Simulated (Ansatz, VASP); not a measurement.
**ZrF2: VASP beside Ansatz**

```
Zr F
1.0
     2.85346    0.00000    0.00000
     0.00000    2.85346    0.00000
     0.00000    0.00000    5.76100
Zr F
1 2
Cartesian
  0.0000 0.0000 0.0000
  1.4267 1.4267 1.2688
  1.4267 1.4267 4.4922
```

Change from the starting cell: ordered vacancies on the cation sites of caesium chloride (P4/mmm, No. 123).

Alike in both runs: functional PBE; k mesh 6 × 6 × 4; occupations gaussian, width 0.1 eV; no spin polarisation.

Ansatz relaxed the structure, and its values are those at the end. VASP's run is a single point on that final structure, the one shown.

|  | VASP | Ansatz |
| --- | --- | --- |
| version | VASP 6.6.1 | Ansatz 0.2.0 |
| potentials or method | VASP PAW PBE potentials, release 64 (Zr_sv, F), cutoff 520 eV | scalar-relativistic, plane waves, PAW |
| valence electrons in the cell | 26 | 26 |

Ansatz gave:

| Quantity | Value |
| --- | --- |
| gap on the k mesh at the Fermi level (eV) | none |
| pressure (GPa) | 0.1 |
| rms of the force components (eV/Å) | 0.002 |

Problem. Estimate VASP's values.

Solution. gap on the k mesh at the Fermi level (eV): none; pressure (GPa): 0.2; rms of the force components (eV/Å): 0.010.

A gap of «none» marks a metal or a gap that the smearing closes.

The k mesh is coarse, so the values compare programs but aren't converged.
